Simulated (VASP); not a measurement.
# Ga2GeSe3 (I4mm) in VASP: a series of runs

The runs below take Ga2GeSe3 through single point, relaxation of cell and atoms, with PBE.

All numbers are computed with VASP 6.6.1; they aren't measurements. Logs are shortened: lines on timing, memory, paths and dates and some standing lists are left out, and cuts for length are marked.

## Step 1: The cell of the first run

It takes space group I4mm (No. 107, tetragonal). The conventional cell has a = 5.465 Å, b = 5.465 Å, c = 10.340 Å, α = 90.00°, β = 90.00°, γ = 90.00°. Ga (site symmetry 2mm) has 2 Se at 2.56 to 2.61 Å and 2 Ge at 2.73 Å within 3.4 Å. Ge (site symmetry 4mm) has 1 Se at 2.58 Å and 4 Ga at 2.73 Å within 3.4 Å. Within 3.4 Å of Se (site symmetry 4mm) lie 1 Ge at 2.58 Å and 4 Se at 2.73 Å. Within 3.4 Å of Se (site symmetry 2mm) lie 2 Ga at 2.56 to 2.61 Å and 2 Se at 2.73 Å.

The cell was built from a structure type or drawn by symmetry, and may not be a known phase.

## Step 2: Single point, PBE

INCAR reads:

```
SYSTEM = Ga2GeSe3
PREC = Accurate
ENCUT = 520
EDIFF = 1E-6
ISMEAR = 0
SIGMA = 0.1
LREAL = .False.
LASPH = .True.
NELM = 100
ALGO = Normal
ISIF = 2
LWAVE = .False.
LCHARG = .True.
GGA = PE
LELF = .True.
LVHAR = .True.
NBANDS = 38
```

KPOINTS reads:

```
Automatic mesh
0
Gamma
  4 4 4
  0 0 0
```

POSCAR reads:

```
Ga2GeSe3
1.0
   -2.7325981443      2.7325981443      5.1702017367
    2.7325981443     -2.7325981443      5.1702017367
    2.7325981443      2.7325981443     -5.1702017367
Ga Ge Se
2 1 3
Direct
    0.9919787180      0.4919787180      0.5000000000
    0.4919787180      0.9919787180      0.5000000000
    0.4821861610      0.4821861610      0.0000000000
    0.2327434286      0.2327434286      0.0000000000
    0.2394495472      0.7394495472      0.5000000000
    0.7394495472      0.2394495472      0.5000000000
```

Potentials or basis: VASP PAW PBE potentials, release 64 (Ga_d, Ge_d, Se).

The run is started by

```sh
$ cat potpaw_PBE.64/Ga_d/POTCAR potpaw_PBE.64/Ge_d/POTCAR potpaw_PBE.64/Se/POTCAR > POTCAR
$ mpirun -np 1 vasp_std > vasp.out
```

OUTCAR:

```text
SYSTEM = Ga2GeSe3
   PREC = Accurate
   ENCUT = 520
   EDIFF = 1E-6
   ISMEAR = 0
   LREAL = .False.
   LASPH = .True.
   NELM = 100
   ISIF = 2
   GGA = PE

 ion  position               nearest neighbor table
   1  0.992  0.492  0.500-   5 2.56   6 2.61   3 2.73   3 2.73
   2  0.492  0.992  0.500-   6 2.56   5 2.61   3 2.73   3 2.73
   3  0.482  0.482  0.000-   4 2.58   2 2.73   1 2.73   1 2.73   2 2.73
   4  0.233  0.233  0.000-   3 2.58   5 2.73   6 2.73   5 2.73   6 2.73
   5  0.239  0.739  0.500-   1 2.56   2 2.61   4 2.73   4 2.73
   6  0.739  0.239  0.500-   2 2.56   1 2.61   4 2.73   4 2.73

  LATTYP: Found a body centered tetragonal cell.
 ALAT       =     5.4651962886
 C/A-ratio  =     1.8920461274

  Lattice vectors:

 A1 = (  -2.7325981443,   2.7325981443,   5.1702017367)
 A2 = (   2.7325981443,  -2.7325981443,   5.1702017367)
 A3 = (   2.7325981443,   2.7325981443,  -5.1702017367)

Analysis of symmetry for initial positions (statically):
=====================================================================
 Subroutine PRICEL returns:
 Original cell was already a primitive cell.

 Routine SETGRP: Setting up the symmetry group for a
 body centered tetragonal supercell.

 Subroutine GETGRP returns: Found  8 space group operations
 (whereof  8 operations were pure point group operations)
 out of a pool of 16 trial point group operations.

The static configuration has the point symmetry C_4v.

Analysis of symmetry for dynamics (positions and initial velocities):
=====================================================================
 Subroutine PRICEL returns:
 Original cell was already a primitive cell.

 Routine SETGRP: Setting up the symmetry group for a
 body centered tetragonal supercell.

 Subroutine GETGRP returns: Found  8 space group operations
 (whereof  8 operations were pure point group operations)
 out of a pool of 16 trial point group operations.

The dynamic configuration has the point symmetry C_4v.

 Subroutine INISYM returns: Found  8 space group operations
 (whereof  8 operations are pure point group operations),
 and found     1 'primitive' translations

----------------------------------------------------------------------------------------

                                     Primitive cell

  volume of cell :     154.4255

  direct lattice vectors                    reciprocal lattice vectors
    -2.732598144  2.732598144  5.170201737     0.000000000  0.182976045  0.096708025
     2.732598144 -2.732598144  5.170201737     0.182976045  0.000000000  0.096708025
     2.732598144  2.732598144 -5.170201737     0.182976045  0.182976045  0.000000000

  length of vectors
     6.454856407  6.454856407  6.454856407     0.206960564  0.206960564  0.258767204

  position of ions in fractional coordinates (direct lattice)
     0.991978718  0.491978718  0.500000000
     0.491978718  0.991978718  0.500000000
     0.482186161  0.482186161  0.000000000
     0.232743429  0.232743429  0.000000000
     0.239449547  0.739449547  0.500000000
     0.739449547  0.239449547  0.500000000

  ion indices of the primitive-cell ions
   primitive index   ion index
                 1           1
                 2           2
                 3           3
                 4           4
                 5           5
                 6           6

----------------------------------------------------------------------------------------

 KPOINTS: Automatic mesh

Automatic generation of k-mesh.
 Grid dimensions read from file:
 generate k-points for:    4    4    4

 Generating k-lattice:

  Cartesian coordinates                     Fractional coordinates (reciprocal lattice)
     0.000000000  0.045744011  0.024177006     0.250000000  0.000000000 -0.000000000
     0.045744011  0.000000000  0.024177006     0.000000000  0.250000000 -0.000000000
     0.045744011  0.045744011  0.000000000     0.000000000  0.000000000  0.250000000

  Length of vectors
     0.051740141  0.051740141  0.064691801

  Shift w.r.t. Gamma in fractional coordinates (k-lattice)
     0.000000000  0.000000000  0.000000000

 Subroutine IBZKPT returns following result:
 ===========================================

 Found     13 irreducible k-points:

 Following reciprocal coordinates:
            Coordinates               Weight
  0.000000  0.000000  0.000000      1.000000
  0.250000  0.000000 -0.000000      8.000000
  0.500000  0.000000 -0.000000      4.000000
  0.250000  0.250000 -0.000000      8.000000
  0.500000  0.250000  0.000000     16.000000
 -0.250000  0.250000  0.000000      4.000000
  0.500000  0.500000 -0.000000      2.000000
  0.250000  0.250000  0.250000      2.000000
 -0.250000  0.250000  0.250000      4.000000
  0.500000  0.500000  0.250000      4.000000
 -0.250000  0.500000  0.250000      8.000000
 -0.250000 -0.250000  0.250000      2.000000
  0.500000  0.500000  0.500000      1.000000
   k-points           NKPTS =     13   k-points in BZ     NKDIM =     13   number of bands    NBANDS=     38
   number of dos      NEDOS =    301   number of ions     NIONS =      6
   total plane-waves  NPLWV = 110592
   dimension x,y,z NGX =    48 NGY =   48 NGZ =   48
   dimension x,y,z NGXF=    96 NGYF=   96 NGZF=   96
   ions per type =               2   1   3
   NGX,Y,Z   is equivalent  to a cutoff of  12.36, 12.36, 12.36 a.u.
   NGXF,Y,Z  is equivalent  to a cutoff of  24.72, 24.72, 24.72 a.u.
 SYSTEM =  Ga2GeSe3
   PREC   = accura    normal or accurate (medium, high low for compatibility)
   ISTART =      0    job   : 0-new  1-cont  2-samecut
   ICHARG =      2    charge: 1-file 2-atom 10-const
   ISPIN  =      1    spin polarized calculation?
   LNONCOLLINEAR =      F non collinear calculations
   LSORBIT =      F    spin-orbit coupling
   LASPH  =      T    aspherical Exc in radial PAW
   ENCUT  =  520.0 eV  38.22 Ry    6.18 a.u.  12.00 12.00 12.00*2*pi/ulx,y,z
   NELM   =    100;   NELMIN=  2; NELMDL= -5     # of ELM steps
   EDIFF  = 0.1E-05   stopping-criterion for ELM
   LREAL  =      F    real-space projection
   EDIFFG = 0.1E-04   stopping-criterion for IOM
   NSW    =      0    number of steps for IOM
   IBRION =     -1    ionic relax: 0-MD 1-quasi-New 2-CG
   NFREE  =      0    steps in history (QN), initial steepest desc. (CG)
   ISIF   =      2    stress and relaxation
   ISYM   =      2    0-nonsym 1-usesym 2-fastsym
   POTIM  = 0.5000    time-step for ionic-motion
   TEBEG  =    0.0;   TEEND  =   0.0 temperature during run
   PSTRESS=    0.0 pullay stress
   NELECT =      58.0000    total number of electrons
   NUPDOWN=      -1.0000    fix difference up-down
   EMIN   =  10.00;   EMAX   =-10.00  energy-range for DOS
   EFERMI =   0.00;   METHOD = LEGACY
   ISMEAR =     0;   SIGMA  =   0.10  broadening in eV -4-tet -1-fermi 0-gaus
   EFERMI_NEDOS =   21; number of points for ismear=-14 and -15
   IALGO  =     38    algorithm
   IMIX   =      4    mixing-type and parameters
     AMIX     =   0.40;   BMIX     =  1.00
     AMIX_MAG =   1.60;   BMIX_MAG =  1.00
  volume/ion in A,a.u.               =      25.74       173.69
  Fermi-wavevector in a.u.,A,eV,Ry     =   1.181167  2.232081 18.982230  1.395155
  Thomas-Fermi vector in A             =   2.317445
   LORBIT       =      0    0 simple, 1 ext, 2 COOP (PROOUT), +10 PAW based schemes
   GGA     = PE    functional components
   LHFCALC =     F    Hartree Fock is set to
   AEXX    =    0.0000 exact exchange contribution
   IVDW    =     0    specifies the selected vdW correction
   LEPSILON=     F    determine dielectric tensor
   LRPA    =     F    only Hartree local field effects (RPA)
 non-spin polarized calculation
 Gauss-broadening in eV      SIGMA  =   0.10
  energy-cutoff  :      520.00
  volume of cell :      154.43
 maximum number of plane-waves:      4184
   NGX = 23   NGY = 23   NGZ = 23

 number of electron      57.9999996 magnetization

 Free energy of the ion-electron system (eV)
  ---------------------------------------------------
  ext. energy  EPLUGINS =         0.00000000
  ---------------------------------------------------
  free energy    TOTEN  =       -20.45709460 eV

  energy without entropy =      -20.44948346  energy(sigma->0) =      -20.45328903

 E-fermi :   3.4729     XC(G=0):  -9.1769

 val. band max:        3.1242245404   @ k =  -0.2500   0.2500   0.0000
 cond. band min:       3.5306053380   @ k =   0.5000   0.5000  -0.0000
 fundamental gap:      0.4063807976
 Fermi energy:         3.4729105945

 k-point     1 :       0.0000    0.0000    0.0000
  band No.  band energies     occupation
      1     -21.4057      2.00000
      2     -21.3645      2.00000
      3     -21.3645      2.00000
      4     -21.3061      2.00000
      5     -21.2879      2.00000
      6     -12.0752      2.00000
[... 30 lines left out ...]
     37       7.6453      0.00000
     38       8.2504      0.00000

 k-point     2 :       0.2500    0.0000   -0.0000
  band No.  band energies     occupation
      1     -21.4055      2.00000
      2     -21.3645      2.00000
      3     -21.3645      2.00000
      4     -21.3056      2.00000
      5     -21.2879      2.00000
      6     -11.9978      2.00000
[... 30 lines left out ...]
     37       8.9388      0.00000
     38       9.2168      0.00000

 k-point     3 :       0.5000    0.0000   -0.0000
  band No.  band energies     occupation
      1     -21.4054      2.00000
      2     -21.3645      2.00000
      3     -21.3645      2.00000
      4     -21.3051      2.00000
      5     -21.2878      2.00000
      6     -11.9046      2.00000
[... 30 lines left out ...]
     37       9.4261      0.00000
     38       9.7411      0.00000

 k-point     4 :       0.2500    0.2500   -0.0000
  band No.  band energies     occupation
      1     -21.4054      2.00000
      2     -21.3645      2.00000
      3     -21.3645      2.00000
      4     -21.3051      2.00000
      5     -21.2878      2.00000
      6     -11.9134      2.00000
[... 30 lines left out ...]
     37       9.3196      0.00000
     38       9.7362      0.00000

 k-point     5 :       0.5000    0.2500    0.0000
  band No.  band energies     occupation
      1     -21.4052      2.00000
      2     -21.3645      2.00000
      3     -21.3645      2.00000
      4     -21.3045      2.00000
      5     -21.2878      2.00000
      6     -11.9182      2.00000
[... 30 lines left out ...]
     37       8.0616      0.00000
     38       9.7837      0.00000

 k-point     6 :      -0.2500    0.2500    0.0000
  band No.  band energies     occupation
      1     -21.4054      2.00000
      2     -21.3645      2.00000
      3     -21.3645      2.00000
      4     -21.3051      2.00000
      5     -21.2878      2.00000
      6     -11.9829      2.00000
[... 30 lines left out ...]
     37       8.6869      0.00000
     38      10.2553      0.00000

 k-point     7 :       0.5000    0.5000   -0.0000
  band No.  band energies     occupation
      1     -21.4050      2.00000
      2     -21.3645      2.00000
      3     -21.3644      2.00000
      4     -21.3040      2.00000
      5     -21.2878      2.00000
      6     -11.9213      2.00000
[... 30 lines left out ...]
     37       7.8300      0.00000
     38       8.1834      0.00000

 k-point     8 :       0.2500    0.2500    0.2500
  band No.  band energies     occupation
      1     -21.4050      2.00000
      2     -21.3645      2.00000
      3     -21.3645      2.00000
      4     -21.3040      2.00000
      5     -21.2878      2.00000
      6     -11.8781      2.00000
[... 30 lines left out ...]
     37       7.8988      0.00000
     38       9.6851      0.00000

 k-point     9 :      -0.2500    0.2500    0.2500
  band No.  band energies     occupation
      1     -21.4054      2.00000
      2     -21.3645      2.00000
      3     -21.3645      2.00000
      4     -21.3051      2.00000
      5     -21.2878      2.00000
      6     -11.9466      2.00000
[... 30 lines left out ...]
     37       7.9506      0.00000
     38       8.9129      0.00000

 k-point    10 :       0.5000    0.5000    0.2500
  band No.  band energies     occupation
      1     -21.4054      2.00000
      2     -21.3645      2.00000
      3     -21.3645      2.00000
      4     -21.3051      2.00000
      5     -21.2878      2.00000
      6     -11.9121      2.00000
[... 30 lines left out ...]
     37       8.7577      0.00000
     38       9.0390      0.00000

 k-point    11 :      -0.2500    0.5000    0.2500
  band No.  band energies     occupation
      1     -21.4055      2.00000
      2     -21.3645      2.00000
      3     -21.3645      2.00000
      4     -21.3056      2.00000
      5     -21.2879      2.00000
      6     -11.9006      2.00000
[... 30 lines left out ...]
     37       8.5574      0.00000
     38       8.9920      0.00000

 k-point    12 :      -0.2500   -0.2500    0.2500
  band No.  band energies     occupation
      1     -21.4057      2.00000
      2     -21.3645      2.00000
      3     -21.3645      2.00000
      4     -21.3061      2.00000
      5     -21.2879      2.00000
      6     -11.9768      2.00000
[... 30 lines left out ...]
     37       8.3713      0.00000
     38       9.3963      0.00000

 k-point    13 :       0.5000    0.5000    0.5000
  band No.  band energies     occupation
      1     -21.4057      2.00000
      2     -21.3645      2.00000
      3     -21.3645      2.00000
      4     -21.3061      2.00000
      5     -21.2879      2.00000
      6     -11.9035      2.00000
[... 30 lines left out ...]
     37       7.9627      0.00000
     38       8.2118      0.00000

------------------------ aborting loop because EDIFF is reached ----------------------------------------

  FORCE on cell =-STRESS in cart. coord.  units (eV):
  Direction    XX          YY          ZZ          XY          YZ          ZX
  --------------------------------------------------------------------------------------
  -------------------------------------------------------------------------------------
  Total        0.0250396      0.0250396      0.3928969      0.0000000      0.0000000      0.0000000
  in kB        0.2597880      0.2597880      4.0763375      0.0000000      0.0000000      0.0000000
  external PRESSURE =       1.5319712 kB  Pullay stress =       0.0000000 kB

 VOLUME and BASIS-vectors are now :
 -----------------------------------------------------------------------------
  energy-cutoff  :      520.00
  volume of cell :      154.43
      direct lattice vectors                 reciprocal lattice vectors
    -2.732598144  2.732598144  5.170201737     0.000000000  0.182976045  0.096708025
     2.732598144 -2.732598144  5.170201737     0.182976045  0.000000000  0.096708025
     2.732598144  2.732598144 -5.170201737     0.182976045  0.182976045  0.000000000

 POSITION                                       TOTAL-FORCE (eV/Angst)
 -----------------------------------------------------------------------------------
      0.00000      2.73260      5.08726        -0.000000      0.000000      0.002358
      2.73260      0.00000      5.08726         0.000000     -0.000000      0.002358
      0.00000      0.00000      4.98600        -0.000000     -0.000000     -0.010601
      0.00000      0.00000      2.40666         0.000000      0.000000      0.005196
      2.73260      0.00000      2.47600         0.000000      0.000000      0.000345
      0.00000      2.73260      2.47600         0.000000      0.000000      0.000345
 -----------------------------------------------------------------------------------
    total drift:                               -0.000006     -0.000006      0.000328

  FREE ENERGIE OF THE ION-ELECTRON SYSTEM (eV)
  ---------------------------------------------------
  free  energy   TOTEN  =       -20.4570945955 eV

  energy  without entropy=      -20.4494834604  energy(sigma->0) =      -20.45328903
```

Wall time 83 s (1 thread of Intel Xeon Platinum 8259CL at 2.50GHz (Skylake/Cascade Lake), shared host); peak memory 0.35 GiB.

Results:

```
Free energy            : -20.4571 eV
Pressure               : 0.2 GPa
Largest force          : 0.011 eV/Å
Band gap on the k mesh : zero (bands 29 and 30 overlap by 1.12 eV)
```

Forces on the atoms (eV/Å):
```
Ga   0.000  0.000  0.002
Ga   0.000  0.000  0.002
Ge   0.000  0.000 -0.011
Se   0.000  0.000  0.005
Se   0.000  0.000  0.000
Se   0.000  0.000  0.000
```

Stress tensor (GPa, compression positive):
```
0.03 0.00 0.00
0.00 0.03 0.00
0.00 0.00 0.41
```

Levels at points of the mesh, in eV from the Fermi level:
```
           k point  band 26  band 27  band 28  band 29  band 30  band 31  band 32  band 33
(0.00, 0.00, 0.00)    -2.91    -1.52    -1.52    -1.12     1.61     2.72     2.98     2.98
(0.50, 0.00, 0.00)    -2.13    -1.72    -1.41    -1.27    -0.94     1.28     1.96     2.31
(0.50, 0.50, 0.00)    -2.17    -2.10    -1.57    -0.71    -0.38     0.06     2.91     3.01
(0.50, 0.50, 0.50)    -2.45    -2.45    -1.00    -1.00     0.65     1.22     2.30     2.30
```

## Step 3: Single point, PBE

This run uses another cell than the first one, of 26.58 Å³/atom.

INCAR reads:

```
PREC = Accurate ; ENCUT = 520
EDIFF = 1E-6 ; ISMEAR = 0
SIGMA = 0.1 ; LREAL = False
LASPH = True ; NELM = 60
ALGO = Normal ; ISIF = 2
LWAVE = False ; LCHARG = False
GGA = PE ; NBANDS = 38
```

KPOINTS reads:

```
regular mesh
0
Gamma
  4 4 4
```

POSCAR reads:

```
Ga2GeSe3
1.0
   -2.9770453700      2.9770453700      4.4986353900
    2.9770453700     -2.9770453700      4.4986353900
    2.9770453700      2.9770453700     -4.4986353900
Ga Ge Se
2 1 3
Direct
    0.9794770500      0.4794770500      0.5000000000
    0.4794770500      0.9794770500      0.5000000000
    0.5038030700      0.5038030700      0.0000000000
    0.2854671900      0.2854671900      0.0000000000
    0.2147808800      0.7147808800      0.5000000000
    0.7147808800      0.2147808800      0.5000000000
```

Potentials or basis: VASP PAW PBE potentials, release 64 (Ga_d, Ge_d, Se).

The run is started by

```sh
$ cat potpaw_PBE.64/Ga_d/POTCAR potpaw_PBE.64/Ge_d/POTCAR potpaw_PBE.64/Se/POTCAR > POTCAR
$ mpirun -np 1 vasp_std > vasp.out
```

Wall time 86 s (1 thread of Intel Xeon Platinum 8259CL at 2.50GHz (Skylake/Cascade Lake), shared host); peak memory 0.35 GiB.

The run converged. Its results:

| Item | Value |
| --- | --- |
| Free energy | -16.6842 eV |
| Pressure | 15.6 GPa |
| Largest force | 8.188 eV/Å |
| Band gap on the k mesh | zero (bands 29 and 30 overlap by 0.44 eV) |

Forces on the atoms (eV/Å):
```
Ga   0.000  0.000 -2.643
Ga   0.000  0.000 -2.643
Ge   0.000  0.000  8.188
Se   0.000  0.000 -8.164
Se   0.000  0.000  2.631
Se   0.000  0.000  2.631
```

Stress tensor (GPa, compression positive):
```
 3.03  0.00  0.00
 0.00  3.03  0.00
 0.00  0.00 40.72
```

Levels at points of the mesh, in eV from the Fermi level:
```csv
k point,band 25,band 26,band 27,band 28,band 29,band 30,band 31,band 32,band 33,band 34
"(0.00, 0.00, 0.00)",-3.10,-3.00,-1.83,-1.62,-1.62,1.84,1.84,3.55,3.55,3.85
"(0.50, 0.00, 0.00)",-2.83,-2.01,-1.12,-0.63,-0.48,0.14,0.75,2.17,2.49,2.80
"(0.50, 0.50, 0.00)",-2.36,-2.06,-2.04,-1.52,-1.07,0.49,1.13,2.18,2.57,3.20
"(0.50, 0.50, 0.50)",-2.23,-2.23,-2.21,-0.61,-0.61,1.20,1.20,2.81,2.81,2.93
```

Caveat: the cell stands under pressure; forces of over 1 eV/Å act on the atoms, so gaps and moduli don't describe the material at rest.

[end of part 1 of 2]
